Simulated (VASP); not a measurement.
Write the native input for VASP 6.6.1 that does the following.

```yaml
Task: single point
Functional: PBEsol
Potentials_or_basis: VASP PAW PBE potentials, release 64 (Sb)
Cutoff: 520 eV
k_mesh: 6 × 6 × 6
Occupations: fermi-dirac, width 0.1 eV
Spin: no spin polarisation
Dipole_correction: no
Further_INCAR_settings: ALGO = Normal; EDIFF = 1e-06; NBANDS = 8
```

The structure of Sb lies in POSCAR:

```
Sb
1.0
    2.0127500000      1.1620620000      3.6123330000
   -2.0127500000      1.1620620000      3.6123330000
    0.0000000000     -2.3241240000      3.6123330000
Sb
1
Direct
    0.5000000000      0.5000000000      0.5000000000
```

One way to write it, as run:

INCAR

```
  PREC = Accurate
  ENCUT = 520
  EDIFF = 1E-6
  ISMEAR = -1
  SIGMA = 0.1
  LREAL = False
  LASPH = True
  NELM = 80
  ALGO = Normal
  ISIF = 2
  LWAVE = False
  LCHARG = False
  GGA = PS
  NBANDS = 8
```

KPOINTS

```
regular mesh
0
Gamma
  6 6 6
```

Potentials or basis: VASP PAW PBE potentials, release 64 (Sb).

Run with:

```sh
$ cat potpaw_PBE.64/Sb/POTCAR > POTCAR
$ mpirun -np 1 vasp_std > vasp.out
```

It gave:

| Property | Result |
| --- | --- |
| Pressure | -9.7 GPa |

Caveat: the PAW data sets were made with another functional, which shifts forces and pressure a little.

Wall time 4.2 s on 1 thread of Intel(R) Xeon(R) 6975P-C (Granite Rapids), with other jobs on the host, peak memory 0.17 GiB.
